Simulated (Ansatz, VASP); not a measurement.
One calculation of GaP, two programs

```
Ga P
1.0
     2.12463    1.22666    6.23948
    -2.12463    1.22666    6.23948
     0.00000   -2.45332    6.23948
Ga P
2 2
Direct
  0.43558 0.43558 0.43558
  0.56442 0.56442 0.56442
  0.05751 0.05751 0.05751
  0.94249 0.94249 0.94249
```

Alike in both runs: task single point; functional PBE; k mesh 9 × 9 × 9; occupations gaussian, width 0.05 eV; no spin polarisation.

|  | VASP | Ansatz |
| --- | --- | --- |
| version | VASP 6.6.1 | Ansatz 0.2.0 |
| potentials or method | VASP PAW PBE potentials, release 64 (Ga_d, P), cutoff 520 eV | scalar-relativistic, plane waves, PAW |
| valence electrons in the cell | 36 | 36 |

Ansatz gave:

- gap on the k mesh at the Fermi level (eV): none
- pressure (GPa): -5.2
- traceless stress, the component that is largest in VASP (GPa): 9.59
- rms of the force components (eV/Å): 0.501

Q: Estimate VASP's values.

A: gap on the k mesh at the Fermi level (eV): none; pressure (GPa): -5.2; traceless stress, the component that is largest in VASP (GPa): 9.46; rms of the force components (eV/Å): 0.484.

Atom by atom the forces differ by 0.022 eV/Å (rms over components). A gap of «none» marks a metal or a gap that the smearing closes.
